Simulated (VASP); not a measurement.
# LiNbO3 (R3c) in VASP: relaxation of the atoms with PBE

Aim: the relaxation of the atoms of LiNbO3 with PBE.

Everything below comes from runs of VASP 6.6.1. Logs are shortened: lines on timing, memory, paths and dates and some standing lists are left out, and cuts for length are marked.

### 1 The cell of the first run

The structure is trigonal, space group R3c (No. 161). The conventional cell has a = 5.190 Å, b = 5.190 Å, c = 14.017 Å, α = 90.00°, β = 90.00°, γ = 120.00°. Within 2.8 Å of Li (site symmetry 3) lie 6 O at 2.08 to 2.27 Å. Within 2.5 Å of Nb (site symmetry 3) lie 6 O at 1.88 to 2.16 Å. Within 2.5 Å of O (site symmetry 1) lie 2 Nb at 1.88 to 2.16 Å and 2 Li at 2.08 to 2.27 Å.

### 2 Relaxation of the atoms, PBE

INCAR

```
SYSTEM = LiNbO3
PREC     = Accurate       ! precision mode
ENCUT    = 520            ! plane-wave cutoff, eV
EDIFF    = 1E-7           ! SCF threshold, eV
ISMEAR   = -1             ! smearing method
SIGMA    = 0.01           ! smearing width, eV
LREAL    = Auto         
LASPH    = .True.         ! aspherical terms in the spheres
NELM     = 80             ! most SCF steps
ALGO     = Normal         ! electronic algorithm
ISIF     = 2              ! what is computed and relaxed
LWAVE    = .False.        ! write WAVECAR
LCHARG   = .False.        ! write CHGCAR
GGA      = PE             ! functional
IBRION   = 2              ! ionic algorithm
NSW      = 100            ! ionic steps
EDIFFG   = -0.01          ! ionic threshold
LUSENCCL = .False.
```

KPOINTS

```
regular mesh
0
Gamma
  1 1 1
  0 0 0
```

POSCAR

```
LiNbO3
1.0
    5.1899002704      2.9963903182      9.3444464955
   -5.1899002704      2.9963903182      9.3444464955
    0.0000000000     -5.9927806363      9.3444464955
Li Nb O
16 16 48
Direct
    0.3591791438      0.3591791438      0.3591791438
    0.1091791438      0.1091791438      0.1091791438
    0.3591791438      0.3591791438      0.8591791438
    0.1091791438      0.1091791438      0.6091791438
    0.3591791438      0.8591791438      0.3591791438
    0.1091791438      0.6091791438      0.1091791438
    0.3591791438      0.8591791438      0.8591791438
    0.1091791438      0.6091791438      0.6091791438
    0.8591791438      0.3591791438      0.3591791438
    0.6091791438      0.1091791438      0.1091791438
    0.8591791438      0.3591791438      0.8591791438
    0.6091791438      0.1091791438      0.6091791438
    0.8591791438      0.8591791438      0.3591791438
    0.6091791438      0.6091791438      0.1091791438
    0.8591791438      0.8591791438      0.8591791438
    0.6091791438      0.6091791438      0.6091791438
    0.4997410062      0.4997410062      0.4997410062
    0.2497410062      0.2497410062      0.2497410062
    0.4997410062      0.4997410062      0.9997410062
    0.2497410062      0.2497410062      0.7497410063
    0.4997410062      0.9997410062      0.4997410062
    0.2497410062      0.7497410063      0.2497410062
    0.4997410062      0.9997410062      0.9997410062
    0.2497410062      0.7497410063      0.7497410063
    0.9997410062      0.4997410062      0.4997410062
    0.7497410063      0.2497410062      0.2497410062
    0.9997410062      0.4997410062      0.9997410062
    0.7497410063      0.2497410062      0.7497410063
    0.9997410062      0.9997410062      0.4997410062
    0.7497410063      0.7497410063      0.2497410062
    0.9997410062      0.9997410062      0.9997410062
    0.7497410063      0.7497410063      0.7497410063
    0.1394529432      0.3209637481      0.4447556587
    0.3209637481      0.4447556587      0.1394529432
    0.4447556587      0.1394529432      0.3209637481
    0.1947556587      0.0709637481      0.3894529432
    0.3894529432      0.1947556587      0.0709637481
    0.0709637481      0.3894529432      0.1947556587
    0.1394529432      0.3209637481      0.9447556587
    0.3209637481      0.4447556587      0.6394529432
    0.4447556587      0.1394529432      0.8209637481
    0.1947556587      0.0709637481      0.8894529432
    0.3894529432      0.1947556587      0.5709637481
    0.0709637481      0.3894529432      0.6947556587
    0.1394529432      0.8209637481      0.4447556587
    0.3209637481      0.9447556587      0.1394529432
    0.4447556587      0.6394529432      0.3209637481
    0.1947556587      0.5709637481      0.3894529432
    0.3894529432      0.6947556587      0.0709637481
    0.0709637481      0.8894529432      0.1947556587
    0.1394529432      0.8209637481      0.9447556587
    0.3209637481      0.9447556587      0.6394529432
    0.4447556587      0.6394529432      0.8209637481
    0.1947556587      0.5709637481      0.8894529432
    0.3894529432      0.6947556587      0.5709637481
    0.0709637481      0.8894529432      0.6947556587
    0.6394529432      0.3209637481      0.4447556587
    0.8209637481      0.4447556587      0.1394529432
    0.9447556587      0.1394529432      0.3209637481
    0.6947556587      0.0709637481      0.3894529432
    0.8894529432      0.1947556587      0.0709637481
    0.5709637481      0.3894529432      0.1947556587
    0.6394529432      0.3209637481      0.9447556587
    0.8209637481      0.4447556587      0.6394529432
    0.9447556587      0.1394529432      0.8209637481
    0.6947556587      0.0709637481      0.8894529432
    0.8894529432      0.1947556587      0.5709637481
    0.5709637481      0.3894529432      0.6947556587
    0.6394529432      0.8209637481      0.4447556587
    0.8209637481      0.9447556587      0.1394529432
    0.9447556587      0.6394529432      0.3209637481
    0.6947556587      0.5709637481      0.3894529432
    0.8894529432      0.6947556587      0.0709637481
    0.5709637481      0.8894529432      0.1947556587
    0.6394529432      0.8209637481      0.9447556587
    0.8209637481      0.9447556587      0.6394529432
    0.9447556587      0.6394529432      0.8209637481
    0.6947556587      0.5709637481      0.8894529432
    0.8894529432      0.6947556587      0.5709637481
    0.5709637481      0.8894529432      0.6947556587
```

Potentials or basis: VASP PAW PBE potentials, release 64 (Li_sv, Nb_sv, O).

The run is started by

```
cat potpaw_PBE.64/Li_sv/POTCAR potpaw_PBE.64/Nb_sv/POTCAR potpaw_PBE.64/O/POTCAR > POTCAR
mpirun -np 1 vasp_gam > vasp.out
```

OUTCAR:

```text
SYSTEM = LiNbO3
   PREC = Accurate
   ENCUT = 520
   EDIFF = 1E-7
   ISMEAR = -1
   LREAL = Auto
   LASPH = .True.
   NELM = 80
   ISIF = 2
   GGA = PE
   IBRION = 2
   NSW = 100
   EDIFFG = -0.01

 ion  position               nearest neighbor table
   1  0.359  0.359  0.359-  43 2.08  62 2.08  48 2.08  34 2.27  33 2.27  35 2.27
   2  0.109  0.109  0.109-  59 2.08  39 2.08  46 2.08  42 2.27  50 2.27  61 2.27
   3  0.359  0.359  0.859-  37 2.08  68 2.08  54 2.08  40 2.27  39 2.27  41 2.27
   4  0.109  0.109  0.609-  65 2.08  33 2.08  52 2.08  36 2.27  56 2.27  67 2.27
   5  0.359  0.859  0.359-  55 2.08  74 2.08  36 2.08  46 2.27  45 2.27  47 2.27
   6  0.109  0.609  0.109-  71 2.08  51 2.08  34 2.08  54 2.27  38 2.27  73 2.27
[... 81 lines left out ...]
 A1 = (   5.1899002704,   2.9963903182,   9.3444464955)
 A2 = (  -5.1899002704,   2.9963903182,   9.3444464955)
 A3 = (   0.0000000000,  -5.9927806363,   9.3444464955)

Analysis of symmetry for initial positions (statically):
=====================================================================
 Subroutine PRICEL returns following result:

  LATTYP: Found a trigonal (rhomboedric) cell.
 ALAT       =     5.5504977268
 COS(alpha) =     0.5628563531

  Lattice vectors:

 A1 = (   2.5949501352,   1.4981951591,   4.6722232477)
 A2 = (  -2.5949501352,   1.4981951591,   4.6722232477)
 A3 = (   0.0000000000,  -2.9963903181,   4.6722232477)

   8 primitive cells build up your supercell.

 Routine SETGRP: Setting up the symmetry group for a
 trigonal (rhombohedral) supercell.

 Subroutine GETGRP returns: Found  6 space group operations
 (whereof  3 operations were pure point group operations)
 out of a pool of 12 trial point group operations.

The static configuration has the point symmetry C_3 .
 The point group associated with its full space group is C_3v.

Analysis of symmetry for dynamics (positions and initial velocities):
=====================================================================
 Subroutine PRICEL returns following result:

  LATTYP: Found a trigonal (rhomboedric) cell.
 ALAT       =     5.5504977268
 COS(alpha) =     0.5628563531

  Lattice vectors:

 A1 = (   2.5949501352,   1.4981951591,   4.6722232477)
 A2 = (  -2.5949501352,   1.4981951591,   4.6722232477)
 A3 = (   0.0000000000,  -2.9963903181,   4.6722232477)

[... 105 lines left out ...]
   NSW    =    100    number of steps for IOM
   IBRION =      2    ionic relax: 0-MD 1-quasi-New 2-CG
   NFREE  =      1    steps in history (QN), initial steepest desc. (CG)
   ISIF   =      2    stress and relaxation
   ISYM   =      2    0-nonsym 1-usesym 2-fastsym
   POTIM  = 0.5000    time-step for ionic-motion
   TEBEG  =    0.0;   TEEND  =   0.0 temperature during run
   PSTRESS=    0.0 pullay stress
   NELECT =     544.0000    total number of electrons
   NUPDOWN=      -1.0000    fix difference up-down
   EMIN   =  10.00;   EMAX   =-10.00  energy-range for DOS
   EFERMI =   0.00;   METHOD = LEGACY
   ISMEAR =    -1;   SIGMA  =   0.01  broadening in eV -4-tet -1-fermi 0-gaus
   EFERMI_NEDOS =   21; number of points for ismear=-14 and -15
   IALGO  =     38    algorithm
   IMIX   =      4    mixing-type and parameters
     AMIX     =   0.40;   BMIX     =  1.00
     AMIX_MAG =   1.60;   BMIX_MAG =  1.00
  volume/ion in A,a.u.               =      10.90        73.55
  Fermi-wavevector in a.u.,A,eV,Ry     =   1.398901  2.643540 26.625577  1.956925
  Thomas-Fermi vector in A             =   2.522014
   LORBIT       =      0    0 simple, 1 ext, 2 COOP (PROOUT), +10 PAW based schemes
   GGA     = PE    functional components
   LHFCALC =     F    Hartree Fock is set to
   AEXX    =    0.0000 exact exchange contribution
   IVDW    =     0    specifies the selected vdW correction
   LEPSILON=     F    determine dielectric tensor
   LRPA    =     F    only Hartree local field effects (RPA)
 conjugate gradient relaxation of ions
 non-spin polarized calculation
  energy-cutoff  :      520.00
  volume of cell :      871.89
 maximum number of plane-waves:     11751
 NGX is ok and might be reduce to    84
   NGX = 41   NGY = 41   NGZ = 41

--------------------------------------- Ionic step        1  -------------------------------------------

 number of electron     543.9999989 magnetization

 Free energy of the ion-electron system (eV)
  ---------------------------------------------------
  ext. energy  EPLUGINS =         0.00000000
  ---------------------------------------------------
  free energy    TOTEN  =      -640.02754049 eV

  energy without entropy =     -640.02754049  energy(sigma->0) =     -640.02754049

------------------------ aborting loop because EDIFF is reached ----------------------------------------

  FORCE on cell =-STRESS in cart. coord.  units (eV):
  Direction    XX          YY          ZZ          XY          YZ          ZX
  --------------------------------------------------------------------------------------
  -------------------------------------------------------------------------------------
  Total       -1.9113694     -1.9113694     -0.5362227      0.0000000     -0.0000000     -0.0000000
  in kB       -3.5123111     -3.5123111     -0.9853568      0.0000000     -0.0000000     -0.0000000
  external PRESSURE =      -2.6699930 kB  Pullay stress =       0.0000000 kB
[... 785 lines left out ...]
--------------------------------------- Ionic step        8  -------------------------------------------

 number of electron     543.9999992 magnetization

 Free energy of the ion-electron system (eV)
  ---------------------------------------------------
  ext. energy  EPLUGINS =         0.00000000
  ---------------------------------------------------
  free energy    TOTEN  =      -640.05032579 eV

  energy without entropy =     -640.05032579  energy(sigma->0) =     -640.05032579

 E-fermi :   3.7165     XC(G=0): -10.6648

 val. band max:        3.3177594903   @ k =   0.0000   0.0000   0.0000
 cond. band min:       6.9808589992   @ k =   0.0000   0.0000   0.0000
 fundamental gap:      3.6630995089
 Fermi energy:         3.7165463849

 k-point     1 :       0.0000    0.0000    0.0000
  band No.  band energies     occupation
      1     -50.9003      2.00000
      2     -50.8958      2.00000
      3     -50.8958      2.00000
      4     -50.8958      2.00000
      5     -50.8937      2.00000
      6     -50.8937      2.00000
[... 276 lines left out ...]
    283       7.1366      0.00000
    284       7.4459      0.00000
 [bands above 284 left out]

------------------------ aborting loop because EDIFF is reached ----------------------------------------

  FORCE on cell =-STRESS in cart. coord.  units (eV):
  Direction    XX          YY          ZZ          XY          YZ          ZX
  --------------------------------------------------------------------------------------
  -------------------------------------------------------------------------------------
  Total       -1.0551005     -1.0551005      0.1336877     -0.0000000      0.0000000      0.0000000
  in kB       -1.9388409     -1.9388409      0.2456631     -0.0000000      0.0000000      0.0000000
  external PRESSURE =      -1.2106729 kB  Pullay stress =       0.0000000 kB
[... 95 lines left out ...]
  FREE ENERGIE OF THE ION-ELECTRON SYSTEM (eV)
  ---------------------------------------------------
  free  energy   TOTEN  =      -640.0503257852 eV

  energy  without entropy=     -640.0503257852  energy(sigma->0) =     -640.05032579

 reached required accuracy - stopping structural energy minimisation
```

It took 8.1 min on 1 × NVIDIA H100 80GB with 1 thread of Intel Xeon Platinum 8481C at 2.70GHz (Sapphire Rapids), shared host; peak memory 1.8 GiB.

Results:

```
Free energy                  : -640.0503 eV
Energy gained by relaxing    : 0.3 meV/atom
Ionic steps                  : 8
Largest force after relaxing : 0.010 eV/Å
Band gap on the k mesh       : 3.66 eV
```

Forces in eV/Å, atoms in the order of the input:
```
Li   0.000  0.000 -0.010
Li   0.000  0.000 -0.010
Li   0.000  0.000 -0.010
Li   0.000  0.000 -0.010
Li   0.000  0.000 -0.010
Li   0.000  0.000 -0.010
Li   0.000  0.000 -0.010
Li   0.000  0.000 -0.010
Li   0.000  0.000 -0.010
Li   0.000  0.000 -0.010
Li   0.000  0.000 -0.010
Li   0.000  0.000 -0.010
Li   0.000  0.000 -0.010
Li   0.000  0.000 -0.010
Li   0.000  0.000 -0.010
Li   0.000  0.000 -0.010
Nb   0.000  0.000  0.004
Nb   0.000  0.000  0.004
Nb   0.000  0.000  0.004
Nb   0.000  0.000  0.004
Nb   0.000  0.000  0.004
Nb   0.000  0.000  0.004
Nb   0.000  0.000  0.004
Nb   0.000  0.000  0.004
Nb   0.000  0.000  0.004
Nb   0.000  0.000  0.004
Nb   0.000  0.000  0.004
Nb   0.000  0.000  0.004
Nb   0.000  0.000  0.004
Nb   0.000  0.000  0.004
Nb   0.000  0.000  0.004
Nb   0.000  0.000  0.004
O   -0.001  0.001  0.002
O    0.001  0.000  0.002
O   -0.001 -0.001  0.002
O   -0.001  0.000  0.002
O    0.001 -0.001  0.002
O    0.001  0.001  0.002
O   -0.001  0.001  0.002
O    0.001  0.000  0.002
O   -0.001 -0.001  0.002
O   -0.001  0.000  0.002
O    0.001 -0.001  0.002
O    0.001  0.001  0.002
O   -0.001  0.001  0.002
O    0.001  0.000  0.002
O   -0.001 -0.001  0.002
O   -0.001  0.000  0.002
O    0.001 -0.001  0.002
O    0.001  0.001  0.002
O   -0.001  0.001  0.002
O    0.001  0.000  0.002
O   -0.001 -0.001  0.002
O   -0.001  0.000  0.002
O    0.001 -0.001  0.002
O    0.001  0.001  0.002
O   -0.001  0.001  0.002
O    0.001  0.000  0.002
O   -0.001 -0.001  0.002
O   -0.001  0.000  0.002
O    0.001 -0.001  0.002
O    0.001  0.001  0.002
O   -0.001  0.001  0.002
O    0.001  0.000  0.002
O   -0.001 -0.001  0.002
O   -0.001  0.000  0.002
O    0.001 -0.001  0.002
O    0.001  0.001  0.002
O   -0.001  0.001  0.002
O    0.001  0.000  0.002
O   -0.001 -0.001  0.002
O   -0.001  0.000  0.002
O    0.001 -0.001  0.002
O    0.001  0.001  0.002
O   -0.001  0.001  0.002
O    0.001  0.000  0.002
O   -0.001 -0.001  0.002
O   -0.001  0.000  0.002
O    0.001 -0.001  0.002
O    0.001  0.001  0.002
```

The path:
```csv
step,energy change (eV),largest force (eV/Å),pressure (GPa)
1,0.0000,0.1716,-0.27
2,-0.0171,0.0503,0.11
3,-0.0173,0.0558,0.15
4,-0.0219,0.0136,-0.05
5,-0.0220,0.0146,-0.10
6,-0.0220,0.0147,-0.10
7,-0.0223,0.0135,-0.11
8,-0.0228,0.0098,-0.12
```

Final structure:
```xyz
80
Lattice="5.1899 2.9964 9.3444 -5.1899 2.9964 9.3444 0.0000 -5.9928 9.3444" Properties=species:S:1:pos:R:3 pbc="T T T"
Li    0.0000    0.0000   10.0652
Li    0.0000    0.0000    3.0569
Li    0.0000   -2.9964   14.7374
Li    0.0000   -2.9964    7.7291
Li   -2.5950    1.4982   14.7374
Li   -2.5950    1.4982    7.7291
Li   -2.5949   -1.4982   19.4096
Li   -2.5949   -1.4982   12.4013
Li    2.5950    1.4982   14.7374
Li    2.5950    1.4982    7.7291
Li    2.5949   -1.4982   19.4096
Li    2.5949   -1.4982   12.4013
Li    0.0000    2.9964   19.4096
Li    0.0000    2.9964   12.4013
Li    0.0000    0.0000   24.0819
Li    0.0000    0.0000   17.0735
Nb    0.0000    0.0000   13.9981
Nb    0.0000    0.0000    6.9898
Nb    0.0000   -2.9964   18.6703
Nb    0.0000   -2.9964   11.6620
Nb   -2.5949    1.4982   18.6703
Nb   -2.5950    1.4982   11.6620
Nb   -2.5950   -1.4982   23.3426
Nb   -2.5950   -1.4982   16.3342
Nb    2.5949    1.4982   18.6703
Nb    2.5950    1.4982   11.6620
Nb    2.5950   -1.4982   23.3426
Nb    2.5950   -1.4982   16.3342
Nb    0.0000    2.9964   23.3426
Nb    0.0000    2.9964   16.3342
Nb    0.0000    0.0000   28.0148
Nb    0.0000    0.0000   21.0064
O    -0.9385   -1.2850    8.4634
O    -0.6436    1.4553    8.4634
O     1.5821   -0.1703    8.4634
O     0.6436   -1.5411    6.1273
O     1.0128    1.3279    6.1273
O    -1.6564    0.2132    6.1273
O    -0.9385   -4.2814   13.1356
O    -0.6436   -1.5411   13.1356
O     1.5821   -3.1667   13.1356
O     0.6436   -4.5375   10.7995
O     1.0128   -1.6685   10.7995
O    -1.6564   -2.7832   10.7995
O    -3.5335    0.2132   13.1356
O    -3.2385    2.9535   13.1356
O    -1.0128    1.3279   13.1356
O    -1.9514   -0.0429   10.7995
O    -1.5821    2.8261   10.7995
O    -4.2514    1.7114   10.7995
O    -3.5335   -2.7832   17.8078
O    -3.2385   -0.0429   17.8078
O    -1.0128   -1.6685   17.8078
O    -1.9514   -3.0393   15.4717
O    -1.5821   -0.1703   15.4717
O    -4.2514   -1.2850   15.4717
O     1.6564    0.2132   13.1356
O     1.9514    2.9535   13.1356
O     4.1771    1.3279   13.1356
O     3.2385   -0.0429   10.7995
O     3.6078    2.8261   10.7995
O     0.9385    1.7114   10.7995
O     1.6564   -2.7832   17.8078
O     1.9514   -0.0429   17.8078
O     4.1771   -1.6685   17.8078
O     3.2385   -3.0393   15.4717
O     3.6078   -0.1703   15.4717
O     0.9385   -1.2850   15.4717
O    -0.9385    1.7114   17.8078
O    -0.6436    4.4517   17.8078
O     1.5821    2.8261   17.8078
O     0.6436    1.4553   15.4717
O     1.0128    4.3243   15.4717
O    -1.6564    3.2096   15.4717
O    -0.9385   -1.2850   22.4800
O    -0.6436    1.4553   22.4800
O     1.5821   -0.1703   22.4800
O     0.6436   -1.5411   20.1439
O     1.0128    1.3279   20.1439
O    -1.6564    0.2132   20.1439
```

Caveat: the k points lie up to 0.73 Å⁻¹ apart; the cutoff is under 1.25 times the usual one of these potentials, so pressure, stress and relaxed cells hold a basis-set (Pulay) error; an odd mesh through Γ misses points on the zone boundary, where band edges can lie.
